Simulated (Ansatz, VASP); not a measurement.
C: VASP beside Ansatz

```
CELL_PARAMETERS angstrom
0.00000 1.78012 1.72672
1.78012 0.00000 1.72672
1.78012 1.78012 0.00000
ATOMIC_POSITIONS crystal
C 0.00000 0.00000 0.00000
C 0.25000 0.25000 0.25000
```

Change from the starting cell: uniaxial_z strain -3.0%.

Alike in both runs: task single point; functional r2SCAN; k mesh 12 × 12 × 12; no spin polarisation.

|  | VASP | Ansatz |
| --- | --- | --- |
| version | VASP 6.6.1 | Ansatz 0.2.0 |
| potentials or method | VASP PAW PBE potentials, release 64 (C) | plane waves, PAW |
| plane-wave cutoff (eV) | 520 | 500 |
| occupations | gaussian, width 0.01 eV | fixed |
| valence electrons in the cell | 8 | 8 |

|  | VASP | Ansatz | Ansatz less VASP |
| --- | --- | --- | --- |
| gap on the k mesh at the Fermi level (eV) | 3.61 | 3.64 | +0.032 |
| pressure (GPa) | 15.8 | 14.6 | -1.24 |
| traceless stress, the component that is largest in VASP (GPa) | 20.12 | 20.15 | +0.035 |

VASP's potentials were made for PBE, not for r2SCAN.
